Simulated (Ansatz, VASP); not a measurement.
## Ir: VASP beside Ansatz

```xyz
1
Lattice="0.0000 1.9574 1.9574 1.9574 0.0000 1.9574 1.9574 1.9574 0.0000" Properties=species:S:1:pos:R:3 pbc="T T T"
Ir    0.0000    0.0000    0.0000
```

Change from the starting cell: volume scaled by 1.06, crystal datasets.

Alike in both runs: task electric field gradients; functional PBE; k mesh 15 × 15 × 15; occupations fermi-dirac, width 0.05 eV; no spin polarisation.

```csv
,VASP,Ansatz
version,VASP 6.6.1,Ansatz 0.2.0
potentials or method,"VASP PAW PBE potentials, release 64 (Ir), cutoff 520 eV","all-electron PAW with datasets made for the crystal, scalar-relativistic"
```

Ansatz gave:

| Quantity | Value |
| --- | --- |
| pressure (GPa) | -11.0 |

Question: What did VASP give for the same quantities?

Answer: Pressure (GPa): -10.5.

Ansatz ran all-electron here, and VASP with PAW potentials.

Neither program's run includes spin-orbit coupling.
